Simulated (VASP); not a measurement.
## MoS2: single point with RPBE

Crystal: MoS2.

```xyz
6
Lattice="3.1690 0.0000 0.0000 -1.5845 2.7444 0.0000 0.0000 0.0000 12.3240" Properties=species:S:1:pos:R:3 pbc="T T T"
Mo    1.5845    0.9148    9.2430
Mo    0.0000    1.8296    3.0810
S     1.5845    0.9148    4.6461
S     0.0000    1.8296   10.8081
S     1.5845    0.9148    1.5159
S     0.0000    1.8296    7.6779
```

| Property | Result |
| --- | --- |
| Program | VASP 6.6.1 |
| Task | single point |
| Functional | RPBE |
| Potentials or basis | VASP PAW PBE potentials, release 64 (Mo_sv, S) |
| Cutoff | 520 eV |
| k mesh | 10 × 10 × 3 |
| Occupations | gaussian, width 0.02 eV |
| Spin | no spin polarisation |
| Dipole correction | no |
| Further INCAR settings | ALGO = Normal; EDIFF = 1e-07; NBANDS = 35 |

```yaml
Pressure: 4.5 GPa
Largest_force: 0.024 eV/Å
Band_gap_on_the_k_mesh: 0.99 eV (least direct gap 1.87 eV)
```

Forces in eV/Å, atoms in the order of the input:
```
Mo   0.000  0.000  0.000
Mo   0.000  0.000  0.000
S    0.000  0.000 -0.024
S    0.000  0.000 -0.024
S    0.000  0.000  0.024
S    0.000  0.000  0.024
```

Stress tensor (GPa, compression positive):
```
4.31 0.00 0.00
0.00 4.31 0.00
0.00 0.00 4.75
```

Levels at points of the mesh, in eV from the valence-band top:
```tsv
k point	band 22	band 23	band 24	band 25	band 26	band 27	band 28	band 29	band 30	band 31
(0.00, 0.00, 0.00)	-2.11	-2.11	-1.19	-1.10	0.00	2.12	2.12	2.15	2.15	2.28
(0.50, 0.00, 0.00)	-2.48	-1.72	-1.52	-1.38	-1.25	1.63	1.67	2.04	2.29	2.92
```

Run time: 88 s on 1 thread of Intel(R) Xeon(R) Platinum 8488C (Sapphire Rapids), with other jobs on the host, peak memory 0.26 GiB.

Caveat: the cell stands under pressure; the PAW data sets were made with another functional, which shifts forces and pressure a little; this functional lacks dispersion, which binds layers or chains, so the pressure and a relaxed spacing across them are unreliable. A k mesh can miss the band edges.
